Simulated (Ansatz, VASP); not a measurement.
# One calculation of PbO2, two programs

```
CELL_PARAMETERS angstrom
3.92554 0.00000 -0.00317
0.00000 3.68334 0.00000
-0.93823 0.00000 5.73719
ATOMIC_POSITIONS crystal
Pb 0.19269 0.25000 0.26262
Pb 0.80731 0.75000 0.73738
O 0.73909 0.25000 0.43727
O 0.74938 0.25000 0.92560
O 0.26091 0.75000 0.56273
O 0.25062 0.75000 0.07440
```

Change from the starting cell: the structure that the rattled tetragonal zirconia type (P4_2/nmc, No. 137) fell into.

Alike in both runs: functional PBE; k mesh 10 × 10 × 8; occupations gaussian, width 0.1 eV; no spin polarisation.

Ansatz relaxed the structure, and its values are those at the end. VASP's run is a single point on that final structure, the one shown.

|  | VASP | Ansatz |
| --- | --- | --- |
| version | VASP 6.6.1 | Ansatz 0.2.0 |
| potentials or method | VASP PAW PBE potentials, release 64 (Pb_d, O), cutoff 520 eV | scalar-relativistic, plane waves, PAW |
| valence electrons in the cell | 52 | 52 |

|  | VASP | Ansatz | Ansatz less VASP |
| --- | --- | --- | --- |
| gap on the k mesh at the Fermi level (eV) | none | none | - |
| pressure (GPa) | 0.2 | 0.0 | -0.25 |
| rms of the force components (eV/Å) | 0.013 | 0.004 | -0.0093 |

A gap of «none» marks a metal or a gap that the smearing closes.

Spin-orbit coupling is off throughout.
